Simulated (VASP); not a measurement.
**Sn2Te3Se: single point with PBE**

The system is Sn2Te3Se.

```
Sn Te Se
1.0
     5.66890    0.00000    0.00000
    -2.83445    4.90941    0.00000
     0.00000    0.00000    6.31608
Sn Te Se
2 3 1
Cartesian
  0.0000 3.2729 3.1580
  2.8344 1.6365 3.1580
  0.0000 3.2729 0.0000
  2.8344 1.6365 0.0000
  0.0000 0.0000 3.1580
  0.0000 0.0000 0.0000
```

The cell was generated, and may not be a known phase.

* Program: VASP 6.6.1
* Task: single point
* Functional: PBE
* Potentials or basis: VASP PAW PBE potentials, release 64 (Sn_d, Te, Se)
* Cutoff: 520 eV
* k mesh: 6 × 6 × 6
* Occupations: gaussian, width 0.1 eV
* Spin: no spin polarisation

- Pressure: -0.1 GPa
- Band gap on the k mesh: zero (bands 26 and 27 overlap by 2.15 eV)

Levels at points of the mesh, in eV from the Fermi level:
```tsv
k point	band 23	band 24	band 25	band 26	band 27	band 28	band 29	band 30
(0.00, 0.00, 0.00)	-2.57	-2.57	-2.44	-1.33	-1.33	1.54	2.59	2.59
(0.50, 0.00, 0.00)	-2.21	-0.33	-0.19	0.38	0.49	1.13	1.89	1.94
(0.00, 0.00, 0.50)	-2.76	-2.40	-1.93	-1.93	-0.45	0.55	0.86	2.48
(0.50, 0.00, 0.50)	-1.69	-0.46	-0.15	-0.12	0.05	0.57	0.61	0.72
```

Run time: 87 s on 1 thread of AMD EPYC 9R45 96-Core Processor (Zen 5), with other jobs on the host, peak memory 0.33 GiB.

Caveat: spin-orbit coupling is left out, which moves the levels of the heavy elements.
